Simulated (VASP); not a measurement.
# MgO: single point with PBEsol

MgO:

```
CELL_PARAMETERS angstrom
0.00000 2.13515 2.13515
2.19920 0.00000 2.13515
2.19920 2.13515 0.00000
ATOMIC_POSITIONS crystal
Mg 0.00000 0.00000 0.00000
O 0.50000 0.50000 0.50000
```

This cell differs from its parent crystal: strain +0.0300 x Voigt [1, 0, 0, 0, 0, 0].

```json
{"Program": "VASP 6.6.1", "Task": "single point", "Functional": "PBEsol", "Potentials or basis": "VASP PAW PBE potentials, release 64 (Mg, O)", "Cutoff": "520 eV", "k mesh": "10 × 10 × 10", "Occupations": "gaussian, width 0.05 eV", "Spin": "no spin polarisation"}
```

| Property | Result |
| --- | --- |
| Pressure | -9.8 GPa |
| Band gap on the k mesh | 3.94 eV, direct |

Stress tensor (GPa, compression positive):
```
-12.23   0.00   0.00
  0.00  -8.61   0.00
  0.00   0.00  -8.61
```

Levels at points of the mesh, in eV from the valence-band top:
```csv
k point,band 1,band 2,band 3,band 4,band 5,band 6,band 7,band 8,band 9
"(0.00, 0.00, 0.00)",-16.90,-0.07,-0.07,0.00,3.94,15.01,15.31,15.31,18.87
"(0.50, 0.00, 0.00)",-15.76,-4.42,-0.66,-0.60,7.27,11.67,15.13,15.75,19.69
"(0.50, 0.50, 0.00)",-15.49,-3.87,-1.44,-1.26,8.71,9.09,12.33,17.38,17.92
"(0.00, 0.50, 0.50)",-15.57,-3.96,-1.24,-1.24,8.99,9.12,11.95,17.99,17.99
```

Run time: 9.4 s on 1 thread of Intel(R) Xeon(R) Platinum 8488C (Sapphire Rapids), on a shared host, peak memory 0.15 GiB.

Caveat: the cell differs from its parent crystal (strain +0.0300 x Voigt [1, 0, 0, 0, 0, 0]); the PAW data sets were made with another functional, which shifts forces and pressure a little.
